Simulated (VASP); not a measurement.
# Al (Fm-3m) in VASP: a series of runs

Runs on Al. Level: PBE+D3(BJ). Tasks: single point.

All numbers are computed with VASP 6.6.1; they aren't measurements. Logs are shortened: lines on timing, memory, paths and dates and some standing lists are left out, and cuts for length are marked.

## 1. The cell of the first run

The structure is cubic, space group Fm-3m (No. 225). The conventional cell has a = 4.013 Å, b = 4.013 Å, c = 4.013 Å, α = 90.00°, β = 90.00°, γ = 90.00°. Al (site symmetry m-3m) has 12 Al at 2.84 Å within 3.7 Å.

## 2. Single point, PBE+D3(BJ)

Input file INCAR:

```
PREC = Accurate ; ENCUT = 520
EDIFF = 1E-6 ; ISMEAR = 1
SIGMA = 0.15 ; LREAL = False
LASPH = True ; NELM = 100
ALGO = Normal ; ISIF = 2
LWAVE = False ; LCHARG = False
GGA = PE ; IVDW = 12
NBANDS = 8
```

Input file KPOINTS:

```
regular mesh
0
Gamma
  12 12 12
```

Input file POSCAR:

```
Al
1.0
    0.0000000000      2.0066492908      2.0066492908
    2.0066492908      0.0000000000      2.0066492908
    2.0066492908      2.0066492908      0.0000000000
Al
1
Direct
    0.0000000000      0.0000000000      0.0000000000
```

Potentials or basis: VASP PAW PBE potentials, release 64 (Al).

Launch:

```sh
$ cat potpaw_PBE.64/Al/POTCAR > POTCAR
$ mpirun -np 1 vasp_std > vasp.out
```

OUTCAR:

```text
PREC = Accurate
   ENCUT = 520
   EDIFF = 1E-6
   ISMEAR = 1
   LREAL = False
   LASPH = True
   NELM = 100
   ISIF = 2
   GGA = PE
   IVDW = 12
 IVDW          = 12

 ion  position               nearest neighbor table
   1  0.000  0.000  0.000-

  LATTYP: Found a face centered cubic cell.
 ALAT       =     4.0132985816

  Lattice vectors:

 A1 = (   0.0000000000,   2.0066492908,   2.0066492908)
 A2 = (   2.0066492908,   0.0000000000,   2.0066492908)
 A3 = (   2.0066492908,   2.0066492908,   0.0000000000)

Analysis of symmetry for initial positions (statically):
=====================================================================
 Subroutine PRICEL returns:
 Original cell was already a primitive cell.

 Routine SETGRP: Setting up the symmetry group for a
 face centered cubic supercell.

 Subroutine GETGRP returns: Found 48 space group operations
 (whereof 48 operations were pure point group operations)
 out of a pool of 48 trial point group operations.

The static configuration has the point symmetry O_h .

Analysis of symmetry for dynamics (positions and initial velocities):
=====================================================================
 Subroutine PRICEL returns:
 Original cell was already a primitive cell.

 Routine SETGRP: Setting up the symmetry group for a
 face centered cubic supercell.

 Subroutine GETGRP returns: Found 48 space group operations
 (whereof 48 operations were pure point group operations)
 out of a pool of 48 trial point group operations.

The dynamic configuration has the point symmetry O_h .

 Subroutine INISYM returns: Found 48 space group operations
 (whereof 48 operations are pure point group operations),
 and found     1 'primitive' translations

----------------------------------------------------------------------------------------

                                     Primitive cell

  volume of cell :      16.1601

  direct lattice vectors                    reciprocal lattice vectors
     0.000000000  2.006649291  2.006649291    -0.249171593  0.249171593  0.249171593
     2.006649291  0.000000000  2.006649291     0.249171593 -0.249171593  0.249171593
     2.006649291  2.006649291  0.000000000     0.249171593  0.249171593 -0.249171593

  length of vectors
     2.837830642  2.837830642  2.837830642     0.431577859  0.431577859  0.431577859

  position of ions in fractional coordinates (direct lattice)
     0.000000000  0.000000000  0.000000000

  ion indices of the primitive-cell ions
   primitive index   ion index
                 1           1

----------------------------------------------------------------------------------------

 KPOINTS: regular mesh

Automatic generation of k-mesh.
 Grid dimensions read from file:
 generate k-points for:   12   12   12

 Generating k-lattice:

  Cartesian coordinates                     Fractional coordinates (reciprocal lattice)
    -0.020764299  0.020764299  0.020764299     0.083333333  0.000000000  0.000000000
     0.020764299 -0.020764299  0.020764299     0.000000000  0.083333333  0.000000000
     0.020764299  0.020764299 -0.020764299     0.000000000  0.000000000  0.083333333

  Length of vectors
     0.035964822  0.035964822  0.035964822

  Shift w.r.t. Gamma in fractional coordinates (k-lattice)
     0.000000000  0.000000000  0.000000000

 Subroutine IBZKPT returns following result:
 ===========================================

 Found     72 irreducible k-points:

 Following reciprocal coordinates:
            Coordinates               Weight
  0.000000  0.000000  0.000000      1.000000
  0.083333  0.000000  0.000000      8.000000
  0.166667  0.000000  0.000000      8.000000
  0.250000  0.000000  0.000000      8.000000
  0.333333  0.000000  0.000000      8.000000
  0.416667  0.000000  0.000000      8.000000
[... 16 lines left out ...]
  0.500000  0.166667  0.000000     24.000000
 -0.416667  0.166667  0.000000     24.000000
 [... further k-points ...]
   k-points           NKPTS =     72   k-points in BZ     NKDIM =     72   number of bands    NBANDS=      8
   number of dos      NEDOS =    301   number of ions     NIONS =      1
   total plane-waves  NPLWV =  13824
   dimension x,y,z NGX =    24 NGY =   24 NGZ =   24
   dimension x,y,z NGXF=    48 NGYF=   48 NGZF=   48
   ions per type =               1
   NGX,Y,Z   is equivalent  to a cutoff of  14.06, 14.06, 14.06 a.u.
   NGXF,Y,Z  is equivalent  to a cutoff of  28.12, 28.12, 28.12 a.u.
 SYSTEM =  unknown system
   PREC   = accura    normal or accurate (medium, high low for compatibility)
   ISTART =      0    job   : 0-new  1-cont  2-samecut
   ICHARG =      2    charge: 1-file 2-atom 10-const
   ISPIN  =      1    spin polarized calculation?
   LNONCOLLINEAR =      F non collinear calculations
   LSORBIT =      F    spin-orbit coupling
   LASPH  =      T    aspherical Exc in radial PAW
   ENCUT  =  520.0 eV  38.22 Ry    6.18 a.u.   5.28  5.28  5.28*2*pi/ulx,y,z
   NELM   =    100;   NELMIN=  2; NELMDL= -5     # of ELM steps
   EDIFF  = 0.1E-05   stopping-criterion for ELM
   LREAL  =      F    real-space projection
   EDIFFG = 0.1E-04   stopping-criterion for IOM
   NSW    =      0    number of steps for IOM
   IBRION =     -1    ionic relax: 0-MD 1-quasi-New 2-CG
   NFREE  =      0    steps in history (QN), initial steepest desc. (CG)
   ISIF   =      2    stress and relaxation
   ISYM   =      2    0-nonsym 1-usesym 2-fastsym
   POTIM  = 0.5000    time-step for ionic-motion
   TEBEG  =    0.0;   TEEND  =   0.0 temperature during run
   PSTRESS=    0.0 pullay stress
   NELECT =       3.0000    total number of electrons
   NUPDOWN=      -1.0000    fix difference up-down
   EMIN   =  10.00;   EMAX   =-10.00  energy-range for DOS
   EFERMI =   0.00;   METHOD = LEGACY
   ISMEAR =     1;   SIGMA  =   0.15  broadening in eV -4-tet -1-fermi 0-gaus
   EFERMI_NEDOS =   21; number of points for ismear=-14 and -15
   IALGO  =     38    algorithm
   IMIX   =      4    mixing-type and parameters
     AMIX     =   0.40;   BMIX     =  1.00
     AMIX_MAG =   1.60;   BMIX_MAG =  1.00
  volume/ion in A,a.u.               =      16.16       109.05
  Fermi-wavevector in a.u.,A,eV,Ry     =   0.933900  1.764815 11.866586  0.872169
  Thomas-Fermi vector in A             =   2.060649
   LORBIT       =      0    0 simple, 1 ext, 2 COOP (PROOUT), +10 PAW based schemes
   GGA     = PE    functional components
   LHFCALC =     F    Hartree Fock is set to
   AEXX    =    0.0000 exact exchange contribution
   IVDW    =    12    specifies the selected vdW correction
   LEPSILON=     F    determine dielectric tensor
   LRPA    =     F    only Hartree local field effects (RPA)
 non-spin polarized calculation
 Methfessel and Paxton  Order N= 1 SIGMA  =   0.15
  energy-cutoff  :      520.00
  volume of cell :       16.16
 maximum number of plane-waves:       448
 NGX is ok and might be reduce to    24
   NGX = 11   NGY = 11   NGZ = 11

 number of electron       3.0000000 magnetization

 Free energy of the ion-electron system (eV)
  ---------------------------------------------------
  ext. energy  EPLUGINS =         0.00000000
  ---------------------------------------------------
  free energy    TOTEN  =        -3.75115064 eV

  energy without entropy =       -3.75159780  energy(sigma->0) =       -3.75129969

 E-fermi :   8.0803     XC(G=0): -10.2714

 val. band max:        7.9773560006   @ k =   0.5000   0.2500   0.0833
 cond. band min:       8.1594733606   @ k =  -0.4167   0.4167   0.0833
 fundamental gap:      0.1821173600
 Fermi energy:         8.0802861426

 k-point     1 :       0.0000    0.0000    0.0000
  band No.  band energies     occupation
      1      -3.0594      2.00000
      2      20.9552      0.00000
      3      20.9552      0.00000
      4      20.9552      0.00000
      5      22.6069      0.00000
      6      22.6069      0.00000
      7      22.6069      0.00000
      8      24.8374      0.00000

 k-point     2 :       0.0833    0.0000    0.0000
  band No.  band energies     occupation
      1      -2.8681      2.00000
      2      18.3417      0.00000
      3      20.4129      0.00000
      4      20.4129      0.00000
      5      23.2214      0.00000
      6      23.4449      0.00000
      7      23.4449      0.00000
      8      26.7037      0.00000

 k-point     3 :       0.1667    0.0000    0.0000
  band No.  band energies     occupation
      1      -2.2956      2.00000
      2      14.9422      0.00000
      3      19.7205      0.00000
      4      19.7205      0.00000
      5      23.0151      0.00000
      6      24.5123      0.00000
      7      24.5123      0.00000
      8      25.6818      0.00000

 k-point     4 :       0.2500    0.0000    0.0000
  band No.  band energies     occupation
      1      -1.3467      2.00000
      2      11.7016      0.00000
      3      19.2796      0.00000
      4      19.2796      0.00000
      5      22.7721      0.00000
      6      23.1797      0.00000
      7      23.1797      0.00000
      8      27.2294      0.00000

 k-point     5 :       0.3333    0.0000    0.0000
  band No.  band energies     occupation
      1      -0.0289      2.00000
      2       8.7224     -0.00000
      3      19.1414      0.00000
      4      19.1414      0.00000
      5      21.7646      0.00000
      6      21.7646      0.00000
      7      22.7414      0.00000
      8      25.7882      0.00000

 k-point     6 :       0.4167    0.0000    0.0000
  band No.  band energies     occupation
      1       1.6472      2.00000
      2       6.0432      2.00000
      3      19.3179      0.00000
      4      19.3179      0.00000
      5      20.6337      0.00000
      6      20.6337      0.00000
      7      23.0087      0.00000
      8      24.5726      0.00000

 k-point     7 :       0.5000    0.0000    0.0000
  band No.  band energies     occupation
      1       3.5430      2.00000
      2       3.8122      2.00000
      3      19.7767      0.00000
      4      19.7767      0.00000
      5      19.8546      0.00000
      6      19.8546      0.00000
      7      23.4812      0.00000
      8      23.7743      0.00000
[... 133 lines left out ...]
 k-point    20 :       0.2500    0.1667    0.0000
  band No.  band energies     occupation
      1      -1.3467      2.00000
      2      14.3269      0.00000
      3      16.6677      0.00000
      4      17.9431      0.00000
      5      18.8236      0.00000
      6      21.1405      0.00000
      7      27.8843      0.00000
      8      28.1814      0.00000

 k-point    21 :       0.3333    0.1667    0.0000
  band No.  band energies     occupation
      1      -0.2792      2.00000
      2      11.2548      0.00000
      3      16.2960      0.00000
      4      16.9978      0.00000
      5      17.9719      0.00000
      6      22.9566      0.00000
      7      26.6314      0.00000
      8      28.2131      0.00000

 k-point    22 :       0.4167    0.1667    0.0000
  band No.  band energies     occupation
      1       1.1518      2.00000
      2       8.4102     -0.00796
      3      15.6028      0.00000
      4      16.2489      0.00000
      5      17.9921      0.00000
      6      25.2398      0.00000
      7      25.4011      0.00000
      8      28.2897      0.00000

 k-point    23 :       0.5000    0.1667    0.0000
  band No.  band energies     occupation
      1       2.9324      2.00000
      2       5.8591      2.00000
      3      14.5232      0.00000
      4      16.5268      0.00000
      5      18.3292      0.00000
      6      24.4118      0.00000
      7      26.8030      0.00000
      8      28.7512      0.00000

 k-point    24 :      -0.4167    0.1667    0.0000
  band No.  band energies     occupation
      1       3.5985      2.00000
      2       5.0791      2.00000
      3      13.7852      0.00000
      4      17.1309      0.00000
      5      19.0033      0.00000
      6      23.7151      0.00000
      7      26.4863      0.00000
      8      29.4528      0.00000

 [... further k-points ...]

------------------------ aborting loop because EDIFF is reached ----------------------------------------

 Edisp (eV)   -0.34368

 E8    (eV) :    -0.1537

  FORCE on cell =-STRESS in cart. coord.  units (eV):
  Direction    XX          YY          ZZ          XY          YZ          ZX
  --------------------------------------------------------------------------------------
  -------------------------------------------------------------------------------------
  Total      -0.16549    -0.16549    -0.16549    -0.00000     0.00000     0.00000
  in kB     -16.40734   -16.40734   -16.40734    -0.00000     0.00000     0.00000
  external pressure =      -16.41 kB  Pullay stress =        0.00 kB

 VOLUME and BASIS-vectors are now :
 -----------------------------------------------------------------------------
  energy-cutoff  :      520.00
  volume of cell :       16.16
      direct lattice vectors                 reciprocal lattice vectors
     0.000000000  2.006649291  2.006649291    -0.249171593  0.249171593  0.249171593
     2.006649291  0.000000000  2.006649291     0.249171593 -0.249171593  0.249171593
     2.006649291  2.006649291  0.000000000     0.249171593  0.249171593 -0.249171593

 POSITION                                       TOTAL-FORCE (eV/Angst)
 -----------------------------------------------------------------------------------
      0.00000      0.00000      0.00000         0.000000     -0.000000      0.000000
 -----------------------------------------------------------------------------------
    total drift:                               -0.000000      0.000000      0.000000

  FREE ENERGIE OF THE ION-ELECTRON SYSTEM (eV)
  ---------------------------------------------------
  free  energy   TOTEN  =        -4.0948335110 eV

  energy  without entropy=       -4.0952806794  energy(sigma->0) =       -4.09498257
```

Wall time 5.1 s (1 thread of Intel Xeon Platinum 8488C (Sapphire Rapids), shared host); peak memory 0.14 GiB.

What came out:

- Free energy: -4.0948 eV
- Pressure: -1.6 GPa
- Dispersion energy per atom: -0.344 eV

Levels at points of the mesh, in eV from the Fermi level:
```tsv
k point	band 1	band 2	band 3	band 4
(0.00, 0.00, 0.00)	-11.14	12.87	12.87	12.87
(0.50, 0.00, 0.00)	-4.54	-4.27	11.70	11.70
(0.50, 0.50, 0.00)	-2.83	-1.47	5.40	5.83
```

Caveat: pairwise dispersion overbinds metals, which lowers pressure and volume.

## 3. Single point, PBE+D3(BJ)

This run uses another cell than the first one, of 16.60 Å³/atom, 1.027 times its volume.

Input file INCAR:

```
SYSTEM = Al
  PREC = Accurate
  ENCUT = 520
  EDIFF = 1E-6
  ISMEAR = 1
  SIGMA = 0.15
  LREAL = .False.
  LASPH = .True.
  NELM = 100
  ALGO = Normal
  ISIF = 2
  LWAVE = .False.
  LCHARG = .True.
  GGA = PE
  IVDW = 12
  LELF = .True.
  LVHAR = .True.
  NBANDS = 8
```

Input file KPOINTS:

```
Automatic mesh
0
Gamma
  12 12 12
  0 0 0
```

Input file POSCAR:

```
Al
1.0
    0.0000000000      2.0248100000      2.0248100000
    2.0248100000      0.0000000000      2.0248100000
    2.0248100000      2.0248100000      0.0000000000
Al
1
Direct
    0.0000000000      0.0000000000      0.0000000000
```

Potentials or basis: VASP PAW PBE potentials, release 64 (Al).

Launch:

```sh
$ cat potpaw_PBE.64/Al/POTCAR > POTCAR
$ mpirun -np 1 vasp_std > vasp.out
```

Run time: 7.4 s. Hardware: 1 thread of Intel Xeon Platinum 8488C (Sapphire Rapids), shared host; peak memory 0.14 GiB.

The run converged. Its results:

```yaml
Free_energy: -4.0874 eV
Pressure: -3.7 GPa
Dispersion_energy_per_atom: -0.334 eV
```

Levels at points of the mesh, in eV from the Fermi level:
```csv
k point,band 1,band 2,band 3,band 4
"(0.00, 0.00, 0.00)",-10.95,12.73,12.73,12.73
"(0.50, 0.00, 0.00)",-4.43,-4.23,11.49,11.49
"(0.50, 0.50, 0.00)",-2.77,-1.46,5.40,5.71
```

Caveat: pairwise dispersion overbinds metals, which lowers pressure and volume.

## 4. Single point, PBE+D3(BJ)

This run uses another cell than the first one, of 17.05 Å³/atom, 1.055 times its volume.

Input file INCAR:

```
SYSTEM = Al
PREC = Accurate ; ENCUT = 520
EDIFF = 1E-6 ; ISMEAR = 1
SIGMA = 0.15 ; LREAL = .FALSE.
LASPH = .TRUE. ; NELM = 100
ALGO = Normal ; ISIF = 2
LWAVE = .FALSE. ; LCHARG = .FALSE.
GGA = PE ; IVDW = 12
NBANDS = 8
```

Input file KPOINTS:

```
Automatic mesh
0
G
  12 12 12
  0 0 0
```

Input file POSCAR:

```
Al
1.0
    0.0000000000      2.0426506549      2.0426506549
    2.0426506549      0.0000000000      2.0426506549
    2.0426506549      2.0426506549      0.0000000000
Al
1
Direct
    0.0000000000      0.0000000000      0.0000000000
```

Launch:

```sh
$ cat potpaw_PBE.64/Al/POTCAR > POTCAR
$ mpirun -np 1 vasp_std > vasp.out
```

Wall time 5.6 s (1 thread of Intel Xeon Platinum 8488C (Sapphire Rapids), shared host); peak memory 0.14 GiB.

The run converged. Its results:

| Quantity | Value |
| --- | --- |
| Free energy | -4.0747 eV |
| Pressure | -5.5 GPa |
| Dispersion energy per atom | -0.325 eV |

Levels at points of the mesh, in eV from the Fermi level:
```
           k point  band 1  band 2  band 3  band 4
(0.00, 0.00, 0.00)  -10.77   12.58   12.58   12.58
(0.50, 0.00, 0.00)   -4.33   -4.20   11.21   11.21
(0.50, 0.50, 0.00)   -2.71   -1.46    5.39    5.58
```

Caveat: pairwise dispersion overbinds metals, which lowers pressure and volume.

## 5. Overview

```tsv
cell	gap on the mesh (eV)	pressure (GPa)
a = 2.838 Å, angles 60.0°, 1 atom	none	-1.6
a = 2.864 Å, angles 60.0°, 1 atom	none	-3.7
a = 2.889 Å, angles 60.0°, 1 atom	none	-5.5
```

Alike in all rows: task single point; level PBE+D3(BJ); potentials or basis VASP PAW PBE potentials, release 64 (Al); no spin polarisation; k mesh 12 × 12 × 12; cutoff (eV) 520; smearing methfessel-paxton 0.15 eV.

Caveats: pairwise dispersion overbinds metals, which lowers pressure and volume.

Absolute energies hang on the potentials; compare differences alone.
